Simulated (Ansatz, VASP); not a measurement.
PbS: VASP beside Ansatz

The input INCAR:

```
SYSTEM = PbS
  PREC = Accurate
  ENCUT = 520
  EDIFF = 1E-6
  ISMEAR = -1
  SIGMA = 0.05
  LREAL = .FALSE.
  LASPH = .TRUE.
  NELM = 150
  ALGO = Normal
  ISIF = 2
  LWAVE = .FALSE.
  LCHARG = .FALSE.
  MAGMOM = 0 0 0 0 0 0
  LORBIT = 11
  LSORBIT = .TRUE.
  GGA_COMPAT = .FALSE.
  LORBMOM = .TRUE.
  GGA = PE
  NBANDS = 32
```

The input KPOINTS:

```
Automatic mesh
0
G
  8 8 8
  0 0 0
```

The input POSCAR:

```
PbS
1.0
    0.0000000000      2.9052075019      2.9052075019
    2.9052075019      0.0000000000      2.9052075019
    2.9052075019      2.9052075019      0.0000000000
Pb S
1 1
Direct
    0.0000000000      0.0000000000      0.0000000000
    0.5000000000      0.5000000000      0.5000000000
```

The input input.yaml:

```yaml
crystal:
  lattice:
    - [0.0, 2.9052075019, 2.9052075019]
    - [2.9052075019, 0.0, 2.9052075019]
    - [2.9052075019, 2.9052075019, 0.0]
  atoms:
    - { symbol: Pb, position: [0.0, 0.0, 0.0] }
    - { symbol: S, position: [0.5, 0.5, 0.5] }
hamiltonian:
  xc: pbe
  pseudopotentials: { kind: paw_fr }
magnetization:
  noncollinear: true
  spin_orbit: true
kpoints:
  mp_grid: { grid: [8, 8, 8] }
scf:
  occupations: { method: fermi_dirac, width: 0.05 }
output:
  forces: true
  stress: true
  eigenvalues: true
```

Alike in both runs: task single point; functional PBE; k mesh 8 × 8 × 8; occupations fermi-dirac, width 0.05 eV; non-collinear spin, spin-orbit coupling.

```csv
,VASP,Ansatz
version,VASP 6.6.1,Ansatz 0.2.0
potentials or method,"VASP PAW PBE potentials, release 64 (Pb_d, S)",Ansatz PAW
plane-wave cutoff (eV),520,420
valence electrons in the cell,20,20
```

Ansatz gave:

* pressure (GPa): 5.9

Question: What did VASP give for the same quantities?

Answer: Pressure (GPa): 6.0.
